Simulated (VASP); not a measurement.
AlN, 2 atoms in the cell. The structure is cubic, space group Fm-3m (No. 225). Conventional cell: a = 4.191 Å, b = 4.191 Å, c = 4.191 Å, α = 90.00°, β = 90.00°, γ = 90.00°. Within 2.8 Å of Al (site symmetry m-3m) lie 6 N at 2.10 Å. Within 2.8 Å of N (site symmetry m-3m) lie 6 Al at 2.10 Å.  This cell differs from its parent crystal: strain +0.030 along x and y, +0.030 along z.

```yaml
Program: VASP 6.6.1
Task: single point
Functional: PBE
Potentials_or_basis: VASP PAW PBE potentials, release 64 (Al, N)
Cutoff: 520 eV
k_mesh: 10 × 10 × 10
Occupations: gaussian, width 0.05 eV
Spin: no spin polarisation
Dipole_correction: no
Further_INCAR_settings: ALGO = Normal; EDIFF = 1e-06; NBANDS = 11
```

Potentials or basis: VASP PAW PBE potentials, release 64 (Al, N).

The run is started by

```bash
$ cat potpaw_PBE.64/Al/POTCAR potpaw_PBE.64/N/POTCAR > POTCAR
$ mpirun -np 1 vasp_std > vasp.out
```

Hardware: 1 thread of AMD EPYC 9R45 (Zen 5), on a shared host.

Q: How long does it take, and how much memory?

A: Wall time 4.1 s on 1 thread of AMD EPYC 9R45 (Zen 5) (shared host), peak memory 0.1 GiB. Counts: scf iterations 12, k points 47.
